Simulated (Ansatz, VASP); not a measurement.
## One calculation of In2SbN, two programs

```
In Sb N
1.0
     3.39715    0.00000    0.00000
    -1.69858    2.94202    0.00000
     0.00000    0.00000    8.24076
In Sb N
2 1 1
Cartesian
  0.0000 0.0000 6.7966
  0.0000 0.0000 1.4442
  1.6986 0.9807 4.1204
  0.0000 1.9613 0.0000
```

Change from the starting cell: species swapped into the Ni2SbTe type (P-6m2, No. 187).

Alike in both runs: functional PBE; k mesh 6 × 6 × 4; occupations gaussian, width 0.1 eV; no spin polarisation.

Ansatz relaxed the structure, and its values are those at the end. VASP's run is a single point on that final structure, the one shown.

|  | VASP | Ansatz |
| --- | --- | --- |
| version | VASP 6.6.1 | Ansatz 0.2.0 |
| potentials or method | VASP PAW PBE potentials, release 64 (In_d, Sb, N), cutoff 520 eV | scalar-relativistic, plane waves, PAW |
| valence electrons in the cell | 36 | 46 |

VASP gave:

| Quantity | Value |
| --- | --- |
| gap on the k mesh at the Fermi level (eV) | none |
| pressure (GPa) | -0.1 |
| rms of the force components (eV/Å) | 0.001 |

**Question.** Which values does Ansatz return?

**Answer.** gap on the k mesh at the Fermi level (eV): none; pressure (GPa): -0.1; rms of the force components (eV/Å): 0.008.

A gap of «none» marks a metal or a gap that the smearing closes. VASP's potentials hold 36 valence electrons a cell and Ansatz's 46, so a difference there can come from the potentials and not from the codes.

Spin-orbit coupling is off throughout.
